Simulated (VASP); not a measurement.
Here is a VASP 6.6.1 calculation.

File INCAR:

```
ALGO     = Fast           # electronic algorithm
EDIFF    = 1E-6           # SCF threshold, eV
ENCUT    = 520            # plane-wave cutoff, eV
GGA      = PE             # functional
ISIF     = 2              # what is computed and relaxed
ISMEAR   = 0              # smearing method
LASPH    = True           # aspherical terms in the spheres
LCHARG   = True           # write CHGCAR
LELF     = True           # ELF
LREAL    = False          # projectors in reciprocal space
LVHAR    = True         
LWAVE    = False          # write WAVECAR
NBANDS   = 17             # bands
NELM     = 60             # most SCF steps
PREC     = Accurate       # precision mode
SIGMA    = 0.15           # smearing width, eV
```

KPOINTS

```
k-points
0
Gamma
  18 18 12
```

POSCAR

```
Pt
1.0
    0.0000000000     -1.9579000000     -1.9579000000
    0.0000000000      1.9579000000     -1.9579000000
    3.9158000000      0.0000000000      0.0000000000
Pt
2
Direct
    0.5000000000      0.5000000000      0.5319219572
    0.0000000000      0.0000000000     -0.0319219572
```

Potentials or basis: VASP PAW PBE potentials, release 64 (Pt).

Launch:

```console
$ cat potpaw_PBE.64/Pt/POTCAR > POTCAR
$ mpirun -np 1 vasp_std > vasp.out
```

Q: Predict the pressure.

A: 21.5 GPa.

Q: Estimate the largest force.

A: 3.730 eV/Å.

Q: Predict the band gap on the k mesh.

A: Zero (band 10 reaches 11.92 eV, above the bottom of band 11 at 9.88 eV).

Stress tensor (GPa, compression positive):
```
20.26  0.00  0.00
 0.00 22.18  0.00
 0.00  0.00 22.18
```

Caveat: the cell differs from its parent crystal (mode 6 (200.8 1/cm) frozen in, largest displacement +0.125 Å); spin-orbit coupling is left out, which moves the levels of the heavy elements; forces of over 1 eV/Å act on the atoms, so gaps and moduli don't describe the material at rest.
